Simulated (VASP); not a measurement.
# RbBr (P4/mmm) in VASP: notebook

RbBr is run at these levels: PBEsol; tasks: single point.

Everything below comes from runs of VASP 6.6.1. Logs are shortened: lines on timing, memory, paths and dates and some standing lists are left out, and cuts for length are marked.

### Step 1. The cell of the first run

Symmetry: P4/mmm, No. 123, tetragonal system. Conventional cell: a = 4.179 Å, b = 4.179 Å, c = 4.070 Å, α = 90.00°, β = 90.00°, γ = 90.00°. Rb (site symmetry 4/mmm) has 8 Br at 3.59 Å and 6 Rb at 4.07 to 4.18 Å within 4.7 Å. Br (site symmetry 4/mmm) has 8 Rb at 3.59 Å and 6 Br at 4.07 to 4.18 Å within 4.7 Å.

### Step 2. Single point, PBEsol

INCAR

```
SYSTEM = RbBr
  PREC = Accurate
  ENCUT = 520
  EDIFF = 1E-7
  ISMEAR = 0
  SIGMA = 0.05
  LREAL = .FALSE.
  LASPH = .TRUE.
  NELM = 80
  ALGO = Normal
  ISIF = 2
  LWAVE = .FALSE.
  LCHARG = .FALSE.
  GGA = PS
  NBANDS = 15
```

KPOINTS

```
Automatic mesh
0
G
  6 6 6
  0 0 0
```

POSCAR

```
RbBr
1.0
    4.1788423624      0.0000000000      0.0000000000
    0.0000000000      4.1788423624      0.0000000000
    0.0000000000      0.0000000000      4.0701688540
Rb Br
1 1
Direct
    0.0000000000      0.0000000000      0.0000000000
    0.5000000000      0.5000000000      0.5000000000
```

Potentials or basis: VASP PAW PBE potentials, release 64 (Rb_sv, Br).

On the command line:

```bash
> cat potpaw_PBE.64/Rb_sv/POTCAR potpaw_PBE.64/Br/POTCAR > POTCAR
> mpirun -np 1 vasp_std > vasp.out
```

OUTCAR:

```text
SYSTEM = RbBr
   PREC = Accurate
   ENCUT = 520
   EDIFF = 1E-7
   ISMEAR = 0
   LREAL = .FALSE.
   LASPH = .TRUE.
   NELM = 80
   ISIF = 2
   GGA = PS

 ion  position               nearest neighbor table
   1  0.000  0.000  0.000-   2 3.59   2 3.59   2 3.59   2 3.59   2 3.59   2 3.59   2 3.59   2 3.59

   2  0.500  0.500  0.500-   1 3.59   1 3.59   1 3.59   1 3.59   1 3.59   1 3.59   1 3.59   1 3.59

  LATTYP: Found a simple tetragonal cell.
 ALAT       =     4.1788423624
 C/A-ratio  =     0.9739943508

  Lattice vectors:

 A1 = (   4.1788423624,   0.0000000000,   0.0000000000)
 A2 = (   0.0000000000,   4.1788423624,   0.0000000000)
 A3 = (   0.0000000000,   0.0000000000,   4.0701688540)

Analysis of symmetry for initial positions (statically):
=====================================================================
 Subroutine PRICEL returns:
 Original cell was already a primitive cell.

 Routine SETGRP: Setting up the symmetry group for a
 simple tetragonal supercell.

 Subroutine GETGRP returns: Found 16 space group operations
 (whereof 16 operations were pure point group operations)
 out of a pool of 16 trial point group operations.

The static configuration has the point symmetry D_4h.

Analysis of symmetry for dynamics (positions and initial velocities):
=====================================================================
 Subroutine PRICEL returns:
 Original cell was already a primitive cell.

 Routine SETGRP: Setting up the symmetry group for a
 simple tetragonal supercell.

 Subroutine GETGRP returns: Found 16 space group operations
 (whereof 16 operations were pure point group operations)
 out of a pool of 16 trial point group operations.

The dynamic configuration has the point symmetry D_4h.

 Subroutine INISYM returns: Found 16 space group operations
 (whereof 16 operations are pure point group operations),
 and found     1 'primitive' translations

----------------------------------------------------------------------------------------

                                     Primitive cell

  volume of cell :      71.0762

  direct lattice vectors                    reciprocal lattice vectors
     4.178842362  0.000000000  0.000000000     0.239300723  0.000000000  0.000000000
     0.000000000  4.178842362  0.000000000     0.000000000  0.239300723  0.000000000
     0.000000000  0.000000000  4.070168854     0.000000000  0.000000000  0.245690053

  length of vectors
     4.178842362  4.178842362  4.070168854     0.239300723  0.239300723  0.245690053

  position of ions in fractional coordinates (direct lattice)
     0.000000000  0.000000000  0.000000000
     0.500000000  0.500000000  0.500000000

  ion indices of the primitive-cell ions
   primitive index   ion index
                 1           1
                 2           2

----------------------------------------------------------------------------------------

 KPOINTS: Automatic mesh

Automatic generation of k-mesh.
 Grid dimensions read from file:
 generate k-points for:    6    6    6

 Generating k-lattice:

  Cartesian coordinates                     Fractional coordinates (reciprocal lattice)
     0.039883454  0.000000000  0.000000000     0.166666667  0.000000000  0.000000000
     0.000000000  0.039883454  0.000000000     0.000000000  0.166666667  0.000000000
     0.000000000  0.000000000  0.040948342     0.000000000  0.000000000  0.166666667

  Length of vectors
     0.039883454  0.039883454  0.040948342

  Shift w.r.t. Gamma in fractional coordinates (k-lattice)
     0.000000000  0.000000000  0.000000000

 Subroutine IBZKPT returns following result:
 ===========================================

 Found     40 irreducible k-points:

 Following reciprocal coordinates:
            Coordinates               Weight
  0.000000  0.000000  0.000000      1.000000
  0.166667  0.000000  0.000000      4.000000
  0.333333  0.000000  0.000000      4.000000
  0.500000  0.000000  0.000000      2.000000
  0.166667  0.166667  0.000000      4.000000
  0.333333  0.166667  0.000000      8.000000
[... 16 lines left out ...]
  0.333333  0.000000  0.333333      8.000000
  0.500000  0.000000  0.333333      4.000000
 [... further k-points ...]
   k-points           NKPTS =     40   k-points in BZ     NKDIM =     40   number of bands    NBANDS=     15
   number of dos      NEDOS =    301   number of ions     NIONS =      2
   total plane-waves  NPLWV =  30720
   dimension x,y,z NGX =    32 NGY =   32 NGZ =   30
   dimension x,y,z NGXF=    64 NGYF=   64 NGZF=   60
   ions per type =               1   1
   NGX,Y,Z   is equivalent  to a cutoff of  12.73, 12.73, 12.25 a.u.
   NGXF,Y,Z  is equivalent  to a cutoff of  25.46, 25.46, 24.51 a.u.
 SYSTEM =  RbBr
   PREC   = accura    normal or accurate (medium, high low for compatibility)
   ISTART =      0    job   : 0-new  1-cont  2-samecut
   ICHARG =      2    charge: 1-file 2-atom 10-const
   ISPIN  =      1    spin polarized calculation?
   LNONCOLLINEAR =      F non collinear calculations
   LSORBIT =      F    spin-orbit coupling
   LASPH  =      T    aspherical Exc in radial PAW
   ENCUT  =  520.0 eV  38.22 Ry    6.18 a.u.   7.77  7.77  7.57*2*pi/ulx,y,z
   NELM   =     80;   NELMIN=  2; NELMDL= -5     # of ELM steps
   EDIFF  = 0.1E-06   stopping-criterion for ELM
   LREAL  =      F    real-space projection
   EDIFFG = 0.1E-05   stopping-criterion for IOM
   NSW    =      0    number of steps for IOM
   IBRION =     -1    ionic relax: 0-MD 1-quasi-New 2-CG
   NFREE  =      0    steps in history (QN), initial steepest desc. (CG)
   ISIF   =      2    stress and relaxation
   ISYM   =      2    0-nonsym 1-usesym 2-fastsym
   POTIM  = 0.5000    time-step for ionic-motion
   TEBEG  =    0.0;   TEEND  =   0.0 temperature during run
   PSTRESS=    0.0 pullay stress
   NELECT =      16.0000    total number of electrons
   NUPDOWN=      -1.0000    fix difference up-down
   EMIN   =  10.00;   EMAX   =-10.00  energy-range for DOS
   EFERMI =   0.00;   METHOD = LEGACY
   ISMEAR =     0;   SIGMA  =   0.05  broadening in eV -4-tet -1-fermi 0-gaus
   EFERMI_NEDOS =   21; number of points for ismear=-14 and -15
   IALGO  =     38    algorithm
   IMIX   =      4    mixing-type and parameters
     AMIX     =   0.40;   BMIX     =  1.00
     AMIX_MAG =   1.60;   BMIX_MAG =  1.00
  volume/ion in A,a.u.               =      35.54       239.82
  Fermi-wavevector in a.u.,A,eV,Ry     =   0.995879  1.881939 13.493925  0.991776
  Thomas-Fermi vector in A             =   2.127930
   LORBIT       =      0    0 simple, 1 ext, 2 COOP (PROOUT), +10 PAW based schemes
   GGA     = PS    functional components
   LHFCALC =     F    Hartree Fock is set to
   AEXX    =    0.0000 exact exchange contribution
   IVDW    =     0    specifies the selected vdW correction
   LEPSILON=     F    determine dielectric tensor
   LRPA    =     F    only Hartree local field effects (RPA)
 non-spin polarized calculation
 Gauss-broadening in eV      SIGMA  =   0.05
  energy-cutoff  :      520.00
  volume of cell :       71.08
 maximum number of plane-waves:      1940
 NGX is ok and might be reduce to    32
   NGX = 15   NGY = 15   NGZ = 15

 number of electron      16.0000002 magnetization

 Free energy of the ion-electron system (eV)
  ---------------------------------------------------
  ext. energy  EPLUGINS =         0.00000000
  ---------------------------------------------------
  free energy    TOTEN  =        -6.29038889 eV

  energy without entropy =       -6.29038889  energy(sigma->0) =       -6.29038889

 E-fermi :  -0.4198     XC(G=0):  -8.0673

 val. band max:       -0.7430432154   @ k =   0.5000   0.5000   0.0000
 cond. band min:       3.0389521152   @ k =   0.0000   0.0000   0.0000
 fundamental gap:      3.7819953306
 Fermi energy:        -0.4197972894

 k-point     1 :       0.0000    0.0000    0.0000
  band No.  band energies     occupation
      1     -25.8724      2.00000
      2     -13.4396      2.00000
      3      -9.8732      2.00000
      4      -9.8732      2.00000
      5      -9.8509      2.00000
      6      -1.0217      2.00000
      7      -1.0217      2.00000
      8      -0.8874      2.00000
      9       3.0390      0.00000
     10       4.6025      0.00000
     11       4.7099      0.00000
     12       8.8955      0.00000
     13       9.1268      0.00000
     14       9.1268      0.00000
     15      11.5636      0.00000

 k-point     2 :       0.1667    0.0000    0.0000
  band No.  band energies     occupation
      1     -25.8679      2.00000
      2     -13.4390      2.00000
      3      -9.9044      2.00000
      4      -9.8619      2.00000
      5      -9.8406      2.00000
      6      -1.5112      2.00000
      7      -1.0433      2.00000
      8      -0.9029      2.00000
      9       3.6956      0.00000
     10       4.8866      0.00000
     11       5.1975      0.00000
     12       8.7994      0.00000
     13       9.0015      0.00000
     14       9.2738      0.00000
     15      10.3783      0.00000

 k-point     3 :       0.3333    0.0000    0.0000
  band No.  band energies     occupation
      1     -25.8589      2.00000
      2     -13.4396      2.00000
      3      -9.9594      2.00000
      4      -9.8391      2.00000
      5      -9.8197      2.00000
      6      -2.2481      2.00000
      7      -1.0880      2.00000
      8      -0.9355      2.00000
      9       5.0060      0.00000
     10       5.4623      0.00000
     11       6.3327      0.00000
     12       8.6774      0.00000
     13       8.7941      0.00000
     14       8.9253      0.00000
     15       9.6353      0.00000
[... 343 lines left out ...]
 k-point    23 :       0.3333    0.0000    0.3333
  band No.  band energies     occupation
      1     -25.8417      2.00000
      2     -13.3279      2.00000
      3     -10.1071      2.00000
      4     -10.0151      2.00000
      5      -9.8070      2.00000
      6      -1.9635      2.00000
      7      -1.7032      2.00000
      8      -0.9602      2.00000
      9       4.9795      0.00000
     10       5.5466      0.00000
     11       7.3449      0.00000
     12       7.8420      0.00000
     13       7.9899      0.00000
     14       8.2885      0.00000
     15       9.9992      0.00000

 k-point    24 :       0.5000    0.0000    0.3333
  band No.  band energies     occupation
      1     -25.8375      2.00000
      2     -13.2962      2.00000
      3     -10.1146      2.00000
      4     -10.1027      2.00000
      5      -9.7984      2.00000
      6      -2.0342      2.00000
      7      -1.7100      2.00000
      8      -0.9244      2.00000
      9       4.8120      0.00000
     10       5.4280      0.00000
     11       7.2866      0.00000
     12       7.4009      0.00000
     13       8.1789      0.00000
     14       9.2819      0.00000
     15      10.5341      0.00000

 [... further k-points ...]
[... 5 lines left out ...]
  --------------------------------------------------------------------------------------
  -------------------------------------------------------------------------------------
  Total       -0.4315657     -0.4315657     -0.0931759      0.0000000      0.0000000     -0.0000000
  in kB       -9.7282130     -9.7282130     -2.1003403      0.0000000      0.0000000     -0.0000000
  external PRESSURE =      -7.1855887 kB  Pullay stress =       0.0000000 kB

 VOLUME and BASIS-vectors are now :
 -----------------------------------------------------------------------------
  energy-cutoff  :      520.00
  volume of cell :       71.08
      direct lattice vectors                 reciprocal lattice vectors
     4.178842362  0.000000000  0.000000000     0.239300723  0.000000000  0.000000000
     0.000000000  4.178842362  0.000000000     0.000000000  0.239300723  0.000000000
     0.000000000  0.000000000  4.070168854     0.000000000  0.000000000  0.245690053

 POSITION                                       TOTAL-FORCE (eV/Angst)
 -----------------------------------------------------------------------------------
      0.00000      0.00000      0.00000         0.000000      0.000000      0.000000
      2.08942      2.08942      2.03508         0.000000      0.000000      0.000000
 -----------------------------------------------------------------------------------
    total drift:                                0.000000      0.000000     -0.000000

  FREE ENERGIE OF THE ION-ELECTRON SYSTEM (eV)
  ---------------------------------------------------
  free  energy   TOTEN  =        -6.2903888856 eV

  energy  without entropy=       -6.2903888856  energy(sigma->0) =       -6.29038889
```

Run time: 18 s. Hardware: 1 thread of Intel Xeon Platinum 8375C at 2.90GHz (Ice Lake), shared host; peak memory 0.2 GiB.

Results:

| Quantity | Value |
| --- | --- |
| Free energy | -6.2904 eV |
| Pressure | -0.7 GPa |
| Band gap on the k mesh | 3.78 eV, indirect (least direct gap 3.93 eV) |

Stress tensor (GPa, compression positive):
```
-0.97  0.00  0.00
 0.00 -0.97  0.00
 0.00  0.00 -0.21
```

Levels at points of the mesh, in eV from the valence-band top:
```csv
k point,band 5,band 6,band 7,band 8,band 9,band 10,band 11,band 12
"(0.00, 0.00, 0.00)",-9.11,-0.28,-0.28,-0.14,3.78,5.35,5.45,9.64
"(0.50, 0.00, 0.00)",-9.07,-1.81,-0.37,-0.21,6.67,6.78,7.35,8.52
"(0.50, 0.50, 0.00)",-9.04,-1.13,-1.13,0.00,5.05,6.13,7.98,7.98
"(0.00, 0.00, 0.50)",-9.08,-1.82,-0.34,-0.34,6.75,6.82,7.49,8.46
"(0.50, 0.00, 0.50)",-9.05,-1.17,-1.11,-0.11,5.12,5.94,7.67,7.76
"(0.50, 0.50, 0.50)",-9.33,-1.45,-1.40,-1.40,7.94,7.94,8.05,9.06
```

Caveat: the PAW data sets were made with another functional, which shifts forces and pressure a little.

### Step 3. Single point, PBEsol

This run uses another cell than the first one, of 36.46 Å³/atom, 1.026 times its volume.

INCAR

```
PREC = Accurate ; ENCUT = 520
EDIFF = 1E-7 ; ISMEAR = 0
SIGMA = 0.05 ; LREAL = F
LASPH = T ; NELM = 60
ALGO = Normal ; ISIF = 2
LWAVE = F ; LCHARG = F
GGA = PS ; NBANDS = 15
```

KPOINTS

```
regular mesh
0
Gamma
  6 6 6
```

POSCAR

```
RbBr
1.0
    4.2329756082      0.0000000000      0.0000000000
    0.0000000000      4.2329756082      0.0000000000
    0.0000000000      0.0000000000      4.0701688540
Rb Br
1 1
Direct
    0.0000000000      0.0000000000      0.0000000000
    0.5000000000      0.5000000000      0.5000000000
```

Potentials or basis: VASP PAW PBE potentials, release 64 (Rb_sv, Br).

On the command line:

```bash
> cat potpaw_PBE.64/Rb_sv/POTCAR potpaw_PBE.64/Br/POTCAR > POTCAR
> mpirun -np 1 vasp_std > vasp.out
```

OUTCAR:

```text
PREC = Accurate
   ENCUT = 520
   EDIFF = 1E-7
   ISMEAR = 0
   LREAL = F
   LASPH = T
   NELM = 60
   ISIF = 2
   GGA = PS

 ion  position               nearest neighbor table
   1  0.000  0.000  0.000-   2 3.62   2 3.62   2 3.62   2 3.62   2 3.62   2 3.62   2 3.62   2 3.62

   2  0.500  0.500  0.500-   1 3.62   1 3.62   1 3.62   1 3.62   1 3.62   1 3.62   1 3.62   1 3.62

  LATTYP: Found a simple tetragonal cell.
 ALAT       =     4.2329756082
 C/A-ratio  =     0.9615384615

  Lattice vectors:

[... 611 lines left out ...]
     10       5.2500      0.00000
     11       7.0882      0.00000
     12       7.2423      0.00000
     13       7.9301      0.00000
     14       9.0434      0.00000
     15      10.2454      0.00000

 [... further k-points ...]
[... 5 lines left out ...]
  --------------------------------------------------------------------------------------
  -------------------------------------------------------------------------------------
  Total       -0.6392595     -0.6392595     -0.1353796      0.0000000      0.0000000      0.0000000
  in kB      -14.0437737    -14.0437737     -2.9741288      0.0000000      0.0000000      0.0000000
  external PRESSURE =     -10.3538921 kB  Pullay stress =       0.0000000 kB

 VOLUME and BASIS-vectors are now :
 -----------------------------------------------------------------------------
  energy-cutoff  :      520.00
  volume of cell :       72.93
      direct lattice vectors                 reciprocal lattice vectors
     4.232975608  0.000000000  0.000000000     0.236240435  0.000000000  0.000000000
     0.000000000  4.232975608  0.000000000     0.000000000  0.236240435  0.000000000
     0.000000000  0.000000000  4.070168854     0.000000000  0.000000000  0.245690053

 POSITION                                       TOTAL-FORCE (eV/Angst)
 -----------------------------------------------------------------------------------
      0.00000      0.00000      0.00000         0.000000      0.000000      0.000000
      2.11649      2.11649      2.03508         0.000000      0.000000      0.000000
 -----------------------------------------------------------------------------------
    total drift:                                0.000000      0.000000     -0.000000

  FREE ENERGIE OF THE ION-ELECTRON SYSTEM (eV)
  ---------------------------------------------------
  free  energy   TOTEN  =        -6.2766530198 eV

  energy  without entropy=       -6.2766530198  energy(sigma->0) =       -6.27665302
```

OSZICAR:

```text
N       E                     dE             d eps       ncg     rms          rms(c)
DAV:   1     0.768381991394E+02    0.76838E+02   -0.67234E+03  1200   0.922E+02
DAV:   2    -0.125124246754E+01   -0.78089E+02   -0.72681E+02  1652   0.164E+02
DAV:   3    -0.638844202758E+01   -0.51372E+01   -0.51175E+01  1645   0.424E+01
DAV:   4    -0.650488545057E+01   -0.11644E+00   -0.11643E+00  1729   0.608E+00
DAV:   5    -0.650600646618E+01   -0.11210E-02   -0.11210E-02  1704   0.519E-01    0.233E+00
DAV:   6    -0.630890503447E+01    0.19710E+00   -0.16786E-01  1487   0.222E+00    0.152E+00
DAV:   7    -0.627492226290E+01    0.33983E-01   -0.87949E-02  1494   0.168E+00    0.817E-01
DAV:   8    -0.627670648829E+01   -0.17842E-02   -0.12500E-02  1546   0.653E-01    0.142E-01
DAV:   9    -0.627654471629E+01    0.16177E-03   -0.71314E-04  1620   0.135E-01    0.541E-02
DAV:  10    -0.627665079421E+01   -0.10608E-03   -0.18853E-04  1348   0.896E-02    0.106E-02
DAV:  11    -0.627665141154E+01   -0.61732E-06   -0.71685E-06  1687   0.177E-02    0.722E-03
DAV:  12    -0.627665305446E+01   -0.16429E-05   -0.21019E-06  1390   0.851E-03    0.226E-03
DAV:  13    -0.627665301978E+01    0.34679E-07   -0.98359E-08  1388   0.194E-03
   1 F= -.62766530E+01 E0= -.62766530E+01  d E =-.734187E-18
```

Wall time 18 s (1 thread of Intel Xeon Platinum 8375C at 2.90GHz (Ice Lake), shared host); peak memory 0.2 GiB.

Results:

| Quantity | Value |
| --- | --- |
| Free energy | -6.2767 eV |
| Pressure | -1.0 GPa |
| Band gap on the k mesh | 3.66 eV, indirect (least direct gap 3.80 eV) |

Stress tensor (GPa, compression positive):
```
-1.40  0.00  0.00
 0.00 -1.40  0.00
 0.00  0.00 -0.30
```

Caveat: the PAW data sets were made with another functional, which shifts forces and pressure a little. A k mesh can miss the band edges.
